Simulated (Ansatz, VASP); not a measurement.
Ti2H: VASP beside Ansatz

```
Ti H
1.0
     4.22920    0.00000    0.00000
     0.00000    4.22920    0.00000
     0.00000    0.00000    4.22920
Ti H
4 2
Direct
  0.25000 0.75000 0.25000
  0.75000 0.25000 0.25000
  0.25000 0.25000 0.75000
  0.75000 0.75000 0.75000
  0.00000 0.00000 0.00000
  0.50000 0.50000 0.50000
```

Alike in both runs: task single point; functional r2SCAN; k mesh 4 × 4 × 4; occupations gaussian, width 0.1 eV; no spin polarisation.

|  | VASP | Ansatz |
| --- | --- | --- |
| version | VASP 6.6.1 | Ansatz 0.2.0 |
| potentials or method | VASP PAW PBE potentials, release 64 (Ti_sv, H), cutoff 520 eV | scalar-relativistic, plane waves, PAW |
| valence electrons in the cell | 50 | 50 |

Ansatz gave:

* gap on the k mesh at the Fermi level (eV): none
* pressure (GPa): -0.6

**Question.** Estimate VASP's values.

**Answer.** gap on the k mesh at the Fermi level (eV): none; pressure (GPa): -0.2.

VASP's potentials were made for PBE, not for r2SCAN. A gap of «none» marks a metal or a gap that the smearing closes.

The k mesh is coarse, so the values compare programs but aren't converged.
